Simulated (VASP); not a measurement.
Set up this calculation in VASP 6.6.1, as the native input.

```
Task                   : single point
Functional             : PBE
Potentials or basis    : VASP PAW PBE potentials, release 64 (Ga_d, P)
Cutoff                 : 520 eV
k mesh                 : 12 × 12 × 12
Occupations            : gaussian, width 0.1 eV
Spin                   : no spin polarisation
Dipole correction      : no
Further INCAR settings : ALGO = Normal; EDIFF = 1e-07; NBANDS = 28
```

The structure of Ga2P3 lies in POSCAR:

```
Ga2P3
1.0
    1.8082237518      1.0439784699      7.6836802295
   -1.8082237518      1.0439784699      7.6836802295
    0.0000000000     -2.0879569397      7.6836802295
Ga P
2 3
Direct
    0.3938752155      0.3938752155      0.3938752155
    0.6061247845      0.6061247845      0.6061247845
    0.0000000000      0.0000000000      0.0000000000
    0.1921575906      0.1921575906      0.1921575906
    0.8078424094      0.8078424094      0.8078424094
```

One way to write it, as run:

INCAR

```
  PREC = Accurate
  ENCUT = 520
  EDIFF = 1E-7
  ISMEAR = 0
  SIGMA = 0.1
  LREAL = False
  LASPH = True
  NELM = 60
  ALGO = Normal
  ISIF = 2
  LWAVE = False
  LCHARG = True
  GGA = PE
  LELF = True
  LVHAR = True
  NBANDS = 28
```

KPOINTS

```
Automatic mesh
0
Gamma
  12 12 12
```

Potentials or basis: VASP PAW PBE potentials, release 64 (Ga_d, P).

Launch:

```console
$ cat potpaw_PBE.64/Ga_d/POTCAR potpaw_PBE.64/P/POTCAR > POTCAR
$ mpirun -np 1 vasp_std > vasp.out
```

It gave:

| Property | Result |
| --- | --- |
| Pressure | 0.0 GPa |
| Largest force | 0.035 eV/Å |

It took 25 min on 1 thread of Intel(R) Xeon(R) Platinum 8375C CPU @ 2.90GHz (Ice Lake), with other jobs on the host, peak memory 0.71 GiB.
